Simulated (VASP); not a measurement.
# K3Ba (P4mm) in VASP: notebook

K3Ba is run at these levels: LDA; tasks: single point.

Program: VASP 6.6.1. These are calculated values, not measurements. Logs are shortened: lines on timing, memory, paths and dates and some standing lists are left out, and cuts for length are marked.

## 1. The cell of the first run

It takes space group P4mm (No. 99, tetragonal). Conventional cell: a = 6.563 Å, b = 6.563 Å, c = 6.563 Å, α = 90.00°, β = 90.00°, γ = 90.00°.

## 2. Single point, LDA

Input file INCAR:

```
SYSTEM = K3Ba
ALGO = Normal
EDIFF = 1E-6
ENCUT = 500
GGA_COMPAT = .False.
ISIF = 2
ISMEAR = 0
LASPH = .True.
LCHARG = .False.
LREAL = .False.
LWAVE = .False.
NBANDS = 26
NELM = 120
PREC = Accurate
SIGMA = 0.1
```

Input file KPOINTS:

```
k-points
0
Gamma
  4 4 4
  0 0 0
```

Input file POSCAR:

```
K3Ba
1.0
    6.5628970000      0.0000000000      0.0000000000
    0.0000000000      6.5628970000      0.0000000000
    0.0000000000      0.0000000000      6.5628970000
K Ba
3 1
Direct
    0.0000000000      0.5000000000      0.5000000000
    0.5000000000      0.0000000000      0.5000000000
    0.5000000000      0.5000000000      0.0000000000
    0.0000000000     -0.0038092934      0.0000000000
```

Potentials or basis: VASP PAW LDA potentials, release 64 (K_sv, Ba_sv).

On the command line:

```bash
> cat potpaw_LDA.64/K_sv/POTCAR potpaw_LDA.64/Ba_sv/POTCAR > POTCAR
> mpirun -np 1 vasp_std > vasp.out
```

OUTCAR:

```text
SYSTEM = K3Ba
   EDIFF = 1E-6
   ENCUT = 500
   ISIF = 2
   ISMEAR = 0
   LASPH = .True.
   LREAL = .False.
   NELM = 120
   PREC = Accurate

 ion  position               nearest neighbor table
   1  0.000  0.500  0.500-
   2  0.500  0.000  0.500-
   3  0.500  0.500  0.000-
   4  0.000  0.996  0.000-

  LATTYP: Found a simple cubic cell.
 ALAT       =     6.5628970000

  Lattice vectors:

 A1 = (   6.5628970000,   0.0000000000,   0.0000000000)
 A2 = (   0.0000000000,   6.5628970000,   0.0000000000)
 A3 = (   0.0000000000,   0.0000000000,   6.5628970000)

Analysis of symmetry for initial positions (statically):
=====================================================================
 Subroutine PRICEL returns:
 Original cell was already a primitive cell.

 Routine SETGRP: Setting up the symmetry group for a
 simple cubic supercell.

 Subroutine GETGRP returns: Found  8 space group operations
 (whereof  8 operations were pure point group operations)
 out of a pool of 48 trial point group operations.

The static configuration has the point symmetry C_4v.

Analysis of symmetry for dynamics (positions and initial velocities):
=====================================================================
 Subroutine PRICEL returns:
 Original cell was already a primitive cell.

 Routine SETGRP: Setting up the symmetry group for a
 simple cubic supercell.

 Subroutine GETGRP returns: Found  8 space group operations
 (whereof  8 operations were pure point group operations)
 out of a pool of 48 trial point group operations.

The dynamic configuration has the point symmetry C_4v.

 Subroutine INISYM returns: Found  8 space group operations
 (whereof  8 operations are pure point group operations),
 and found     1 'primitive' translations

----------------------------------------------------------------------------------------

                                     Primitive cell

  volume of cell :     282.6746

  direct lattice vectors                    reciprocal lattice vectors
     6.562897000  0.000000000  0.000000000     0.152371735  0.000000000  0.000000000
     0.000000000  6.562897000  0.000000000     0.000000000  0.152371735  0.000000000
     0.000000000  0.000000000  6.562897000     0.000000000  0.000000000  0.152371735

  length of vectors
     6.562897000  6.562897000  6.562897000     0.152371735  0.152371735  0.152371735

  position of ions in fractional coordinates (direct lattice)
     0.000000000  0.500000000  0.500000000
     0.500000000  0.000000000  0.500000000
     0.500000000  0.500000000  0.000000000
     0.000000000  0.996190707  0.000000000

  ion indices of the primitive-cell ions
   primitive index   ion index
                 1           1
                 2           2
                 3           3
                 4           4

----------------------------------------------------------------------------------------

 KPOINTS: k-points

Automatic generation of k-mesh.
 Grid dimensions read from file:
 generate k-points for:    4    4    4

 Generating k-lattice:

  Cartesian coordinates                     Fractional coordinates (reciprocal lattice)
     0.038092934  0.000000000  0.000000000     0.250000000  0.000000000  0.000000000
     0.000000000  0.038092934  0.000000000     0.000000000  0.250000000  0.000000000
     0.000000000  0.000000000  0.038092934     0.000000000  0.000000000  0.250000000

  Length of vectors
     0.038092934  0.038092934  0.038092934

  Shift w.r.t. Gamma in fractional coordinates (k-lattice)
     0.000000000  0.000000000  0.000000000

 Subroutine IBZKPT returns following result:
 ===========================================

 Found     18 irreducible k-points:

 Following reciprocal coordinates:
            Coordinates               Weight
  0.000000  0.000000  0.000000      1.000000
  0.250000  0.000000  0.000000      4.000000
  0.000000  0.250000  0.000000      2.000000
  0.500000  0.000000  0.000000      2.000000
  0.000000  0.500000  0.000000      1.000000
  0.250000  0.250000  0.000000      8.000000
[... 10 lines left out ...]
  0.500000  0.250000  0.500000      2.000000
  0.500000  0.500000  0.500000      1.000000
   k-points           NKPTS =     18   k-points in BZ     NKDIM =     18   number of bands    NBANDS=     26
   number of dos      NEDOS =    301   number of ions     NIONS =      4
   total plane-waves  NPLWV = 110592
   dimension x,y,z NGX =    48 NGY =   48 NGZ =   48
   dimension x,y,z NGXF=    96 NGYF=   96 NGZF=   96
   ions per type =               3   1
   NGX,Y,Z   is equivalent  to a cutoff of  12.16, 12.16, 12.16 a.u.
   NGXF,Y,Z  is equivalent  to a cutoff of  24.32, 24.32, 24.32 a.u.
 SYSTEM =  K3Ba
   PREC   = accura    normal or accurate (medium, high low for compatibility)
   ISTART =      0    job   : 0-new  1-cont  2-samecut
   ICHARG =      2    charge: 1-file 2-atom 10-const
   ISPIN  =      1    spin polarized calculation?
   LNONCOLLINEAR =      F non collinear calculations
   LSORBIT =      F    spin-orbit coupling
   LASPH  =      T    aspherical Exc in radial PAW
   ENCUT  =  500.0 eV  36.75 Ry    6.06 a.u.  11.97 11.97 11.97*2*pi/ulx,y,z
   NELM   =    120;   NELMIN=  2; NELMDL= -5     # of ELM steps
   EDIFF  = 0.1E-05   stopping-criterion for ELM
   LREAL  =      F    real-space projection
   EDIFFG = 0.1E-04   stopping-criterion for IOM
   NSW    =      0    number of steps for IOM
   IBRION =     -1    ionic relax: 0-MD 1-quasi-New 2-CG
   NFREE  =      0    steps in history (QN), initial steepest desc. (CG)
   ISIF   =      2    stress and relaxation
   ISYM   =      2    0-nonsym 1-usesym 2-fastsym
   POTIM  = 0.5000    time-step for ionic-motion
   TEBEG  =    0.0;   TEEND  =   0.0 temperature during run
   PSTRESS=    0.0 pullay stress
   NELECT =      37.0000    total number of electrons
   NUPDOWN=      -1.0000    fix difference up-down
   EMIN   =  10.00;   EMAX   =-10.00  energy-range for DOS
   EFERMI =   0.00;   METHOD = LEGACY
   ISMEAR =     0;   SIGMA  =   0.10  broadening in eV -4-tet -1-fermi 0-gaus
   EFERMI_NEDOS =   21; number of points for ismear=-14 and -15
   IALGO  =     38    algorithm
   IMIX   =      4    mixing-type and parameters
     AMIX     =   0.40;   BMIX     =  1.00
     AMIX_MAG =   1.60;   BMIX_MAG =  1.00
  volume/ion in A,a.u.               =      70.67       476.90
  Fermi-wavevector in a.u.,A,eV,Ry     =   0.831215  1.570768  9.400506  0.690918
  Thomas-Fermi vector in A             =   1.944064
   LORBIT       =      0    0 simple, 1 ext, 2 COOP (PROOUT), +10 PAW based schemes
   GGA     = CA    functional components
   LHFCALC =     F    Hartree Fock is set to
   AEXX    =    0.0000 exact exchange contribution
   IVDW    =     0    specifies the selected vdW correction
   LEPSILON=     F    determine dielectric tensor
   LRPA    =     F    only Hartree local field effects (RPA)
 non-spin polarized calculation
 Gauss-broadening in eV      SIGMA  =   0.10
  energy-cutoff  :      500.00
  volume of cell :      282.67
 maximum number of plane-waves:      7208
 NGX is ok and might be reduce to    48
   NGX = 23   NGY = 23   NGZ = 23

 number of electron      37.0000007 magnetization

 Free energy of the ion-electron system (eV)
  ---------------------------------------------------
  ext. energy  EPLUGINS =         0.00000000
  ---------------------------------------------------
  free energy    TOTEN  =        -5.18593600 eV

  energy without entropy =       -5.16201545  energy(sigma->0) =       -5.17397573

 E-fermi :   0.0670     XC(G=0):  -6.3213

 val. band max:        0.0648447509   @ k =   0.2500   0.2500   0.2500
 cond. band min:       0.0766467450   @ k =   0.0000   0.0000   0.0000
 fundamental gap:      0.0118019941
 Fermi energy:         0.0669935460

 k-point     1 :       0.0000    0.0000    0.0000
  band No.  band energies     occupation
      1     -31.4072      2.00000
      2     -31.4023      2.00000
      3     -31.4023      2.00000
      4     -29.7052      2.00000
      5     -15.1637      2.00000
      6     -15.1637      2.00000
[... 18 lines left out ...]
     25       1.5898      0.00000
     26       1.5898      0.00000

 k-point     2 :       0.2500    0.0000    0.0000
  band No.  band energies     occupation
      1     -31.4066      2.00000
      2     -31.4029      2.00000
      3     -31.4023      2.00000
      4     -29.7052      2.00000
      5     -15.1576      2.00000
      6     -15.1576      2.00000
[... 18 lines left out ...]
     25       1.7649      0.00000
     26       1.9969      0.00000

 k-point     3 :       0.0000    0.2500    0.0000
  band No.  band energies     occupation
      1     -31.4066      2.00000
      2     -31.4029      2.00000
      3     -31.4023      2.00000
      4     -29.7052      2.00000
      5     -15.1576      2.00000
      6     -15.1576      2.00000
[... 18 lines left out ...]
     25       1.7649      0.00000
     26       1.9967      0.00000

 k-point     4 :       0.5000    0.0000    0.0000
  band No.  band energies     occupation
      1     -31.4056      2.00000
      2     -31.4039      2.00000
      3     -31.4023      2.00000
      4     -29.7052      2.00000
      5     -15.1487      2.00000
      6     -15.1487      2.00000
[... 18 lines left out ...]
     25       1.9048      0.00000
     26       1.9051      0.00000

 k-point     5 :       0.0000    0.5000    0.0000
  band No.  band energies     occupation
      1     -31.4056      2.00000
      2     -31.4039      2.00000
      3     -31.4023      2.00000
      4     -29.7052      2.00000
      5     -15.1488      2.00000
      6     -15.1488      2.00000
[... 18 lines left out ...]
     25       1.9048      0.00000
     26       1.9048      0.00000

 k-point     6 :       0.2500    0.2500    0.0000
  band No.  band energies     occupation
      1     -31.4060      2.00000
      2     -31.4031      2.00000
      3     -31.4026      2.00000
      4     -29.7052      2.00000
      5     -15.1581      2.00000
      6     -15.1519      2.00000
[... 253 lines left out ...]
 k-point    15 :       0.2500    0.5000    0.2500
  band No.  band energies     occupation
      1     -31.4047      2.00000
      2     -31.4039      2.00000
      3     -31.4031      2.00000
      4     -29.7052      2.00000
      5     -15.1669      2.00000
      6     -15.1479      2.00000
[... 18 lines left out ...]
     25       1.7970      0.00000
     26       1.9418      0.00000

 k-point    16 :       0.5000    0.5000    0.2500
  band No.  band energies     occupation
      1     -31.4039      2.00000
      2     -31.4039      2.00000
      3     -31.4039      2.00000
      4     -29.7051      2.00000
      5     -15.1728      2.00000
      6     -15.1540      2.00000
[... 18 lines left out ...]
     25       1.7388      0.00000
     26       2.0019      0.00000

 k-point    17 :       0.5000    0.2500    0.5000
  band No.  band energies     occupation
      1     -31.4039      2.00000
      2     -31.4039      2.00000
      3     -31.4039      2.00000
      4     -29.7051      2.00000
      5     -15.1728      2.00000
      6     -15.1541      2.00000
[... 18 lines left out ...]
     25       1.7387      0.00000
     26       2.0022      0.00000

 k-point    18 :       0.5000    0.5000    0.5000
  band No.  band energies     occupation
      1     -31.4039      2.00000
      2     -31.4039      2.00000
      3     -31.4039      2.00000
      4     -29.7051      2.00000
      5     -15.1817      2.00000
      6     -15.1602      2.00000
[... 18 lines left out ...]
     25       1.6992      0.00000
     26       1.6994      0.00000

------------------------ aborting loop because EDIFF is reached ----------------------------------------

  FORCE on cell =-STRESS in cart. coord.  units (eV):
  Direction    XX          YY          ZZ          XY          YZ          ZX
  --------------------------------------------------------------------------------------
  -------------------------------------------------------------------------------------
  Total       -1.0656919     -1.0660143     -1.0656919     -0.0000000      0.0000000     -0.0000000
  in kB       -6.0402580     -6.0420853     -6.0402580     -0.0000000      0.0000000     -0.0000000
  external PRESSURE =      -6.0408671 kB  Pullay stress =       0.0000000 kB

 VOLUME and BASIS-vectors are now :
 -----------------------------------------------------------------------------
  energy-cutoff  :      500.00
  volume of cell :      282.67
      direct lattice vectors                 reciprocal lattice vectors
     6.562897000  0.000000000  0.000000000     0.152371735  0.000000000  0.000000000
     0.000000000  6.562897000  0.000000000     0.000000000  0.152371735  0.000000000
     0.000000000  0.000000000  6.562897000     0.000000000  0.000000000  0.152371735

 POSITION                                       TOTAL-FORCE (eV/Angst)
 -----------------------------------------------------------------------------------
      0.00000      3.28145      3.28145         0.000000     -0.009619     -0.000000
      3.28145      0.00000      3.28145         0.000000     -0.000432     -0.000000
      3.28145      3.28145      0.00000         0.000000     -0.009619     -0.000000
      0.00000      6.53790      0.00000        -0.000000      0.019669      0.000000
 -----------------------------------------------------------------------------------
    total drift:                                0.000000     -0.000046      0.000000

  FREE ENERGIE OF THE ION-ELECTRON SYSTEM (eV)
  ---------------------------------------------------
  free  energy   TOTEN  =        -5.1859360043 eV

  energy  without entropy=       -5.1620154467  energy(sigma->0) =       -5.17397573
```

It took 49 s on 1 thread of AMD EPYC 9R45 (Zen 5), shared host; peak memory 0.29 GiB.

What came out:

```
Free energy            : -5.1859 eV
Pressure               : -0.6 GPa
Largest force          : 0.020 eV/Å
Band gap on the k mesh : zero (an odd number of electrons rules out a gap without spin polarisation)
```

Forces in eV/Å, atoms in the order of the input:
```
K    0.000 -0.010  0.000
K    0.000  0.000  0.000
K    0.000 -0.010  0.000
Ba   0.000  0.020  0.000
```

Levels at points of the mesh, in eV from the Fermi level:
```
           k point  band 15  band 16  band 17  band 18  band 19  band 20  band 21  band 22
(0.00, 0.00, 0.00)   -14.90   -14.90    -2.35     0.01     0.01     0.97     0.98     0.98
(0.50, 0.00, 0.00)   -14.91   -14.91    -1.50    -1.14     0.32     0.75     0.75     1.14
(0.00, 0.50, 0.00)   -14.91   -14.91    -1.50    -1.14     0.32     0.75     0.75     1.14
(0.50, 0.50, 0.00)   -14.91   -14.91    -0.70    -0.55    -0.29    -0.29     0.88     0.88
(0.50, 0.00, 0.50)   -14.91   -14.91    -0.70    -0.55    -0.29    -0.29     0.88     0.88
(0.50, 0.50, 0.50)   -14.90   -14.90    -0.22    -0.22    -0.22    -0.03     0.65     0.65
```

Caveat: spin-orbit coupling is left out, which moves the levels of the heavy elements.

## 3. Single point, LDA

Input file INCAR:

```
SYSTEM = K3Ba
  PREC = Accurate
  ENCUT = 500
  EDIFF = 1E-6
  ISMEAR = 0
  SIGMA = 0.1
  LREAL = .False.
  LASPH = .True.
  NELM = 120
  ALGO = Normal
  ISIF = 2
  LWAVE = .False.
  LCHARG = .False.
  GGA = CA
  NBANDS = 26
  GGA_COMPAT = .False.
```

Input file KPOINTS:

```
Automatic mesh
0
Gamma
  4 4 4
  0 0 0
```

Changes to POSCAR since step 2:

```diff
@@ -11,2 +11,2 @@
     0.5000000000      0.5000000000      0.0000000000
-    0.0000000000     -0.0038092934      0.0000000000
+    0.0000000000      0.0038092934      0.0000000000
```

Potentials or basis: VASP PAW LDA potentials, release 64 (K_sv, Ba_sv).

On the command line:

```bash
> cat potpaw_LDA.64/K_sv/POTCAR potpaw_LDA.64/Ba_sv/POTCAR > POTCAR
> mpirun -np 1 vasp_std > vasp.out
```

Run time: 55 s. Hardware: 1 thread of AMD EPYC 9R45 (Zen 5), shared host; peak memory 0.29 GiB.

Results (log left out):

```yaml
Free_energy: -5.1859 eV
Pressure: -0.6 GPa
Largest_force: 0.020 eV/Å
Band_gap_on_the_k_mesh: zero (an odd number of electrons rules out a gap without spin polarisation)
```

Forces in eV/Å, atoms in the order of the input:
```
K    0.000  0.010  0.000
K    0.000  0.000  0.000
K    0.000  0.010  0.000
Ba   0.000 -0.020  0.000
```

Levels at points of the mesh, in eV from the Fermi level:
| k point | band 16 | band 17 | band 18 | band 19 | band 20 | band 21 |
| --- | --- | --- | --- | --- | --- | --- |
| (0.00, 0.00, 0.00) | -14.90 | -2.35 | 0.01 | 0.01 | 0.97 | 0.98 |
| (0.50, 0.00, 0.00) | -14.91 | -1.50 | -1.14 | 0.32 | 0.75 | 0.75 |
| (0.00, 0.50, 0.00) | -14.91 | -1.50 | -1.14 | 0.32 | 0.75 | 0.75 |
| (0.50, 0.50, 0.00) | -14.91 | -0.70 | -0.55 | -0.29 | -0.29 | 0.88 |
| (0.50, 0.00, 0.50) | -14.91 | -0.70 | -0.55 | -0.29 | -0.29 | 0.88 |
| (0.50, 0.50, 0.50) | -14.90 | -0.22 | -0.22 | -0.22 | -0.03 | 0.65 |

Caveat: spin-orbit coupling is left out, which moves the levels of the heavy elements.

## 4. Single point, LDA

Input file INCAR:

```
PREC = Accurate
ENCUT = 500
EDIFF = 1E-6
ISMEAR = 0
SIGMA = 0.1
LREAL = False
LASPH = True
NELM = 120
ALGO = Normal
ISIF = 2
LWAVE = False
LCHARG = False
NBANDS = 26
GGA_COMPAT = False
```

Input file KPOINTS:

```
Automatic mesh
0
Gamma
  4 4 4
```

Changes to POSCAR since step 3:

```diff
@@ -11,2 +11,2 @@
     0.5000000000      0.5000000000      0.0000000000
-    0.0000000000      0.0038092934      0.0000000000
+    0.0000000000      0.0076185867      0.0000000000
```

On the command line:

```bash
> cat potpaw_LDA.64/K_sv/POTCAR potpaw_LDA.64/Ba_sv/POTCAR > POTCAR
> mpirun -np 1 vasp_std > vasp.out
```

It took 63 s on 1 thread of AMD EPYC 9R45 (Zen 5), shared host; peak memory 0.29 GiB.

It converged, with:

```
Free energy            : -5.1852 eV
Pressure               : -0.6 GPa
Largest force          : 0.039 eV/Å
Band gap on the k mesh : zero (an odd number of electrons rules out a gap without spin polarisation)
```

Forces on the atoms (eV/Å):
```
K    0.000  0.019  0.000
K    0.000  0.001  0.000
K    0.000  0.019  0.000
Ba   0.000 -0.039  0.000
```

Levels at points of the mesh, in eV from the Fermi level:
```
           k point  band 14  band 15  band 16  band 17  band 18  band 19  band 20  band 21  band 22  band 23
(0.00, 0.00, 0.00)   -14.90   -14.90   -14.90    -2.35     0.01     0.01     0.97     0.98     0.98     0.98
(0.50, 0.00, 0.00)   -14.92   -14.91   -14.91    -1.50    -1.14     0.32     0.75     0.75     1.14     1.48
(0.00, 0.50, 0.00)   -14.92   -14.91   -14.91    -1.50    -1.14     0.32     0.75     0.75     1.14     1.47
(0.50, 0.50, 0.00)   -14.91   -14.91   -14.91    -0.70    -0.55    -0.29    -0.29     0.88     0.88     1.11
(0.50, 0.00, 0.50)   -14.91   -14.91   -14.91    -0.70    -0.55    -0.29    -0.29     0.88     0.88     1.11
(0.50, 0.50, 0.50)   -14.90   -14.90   -14.90    -0.22    -0.22    -0.22    -0.03     0.65     0.65     0.65
```

Caveat: spin-orbit coupling is left out, which moves the levels of the heavy elements.
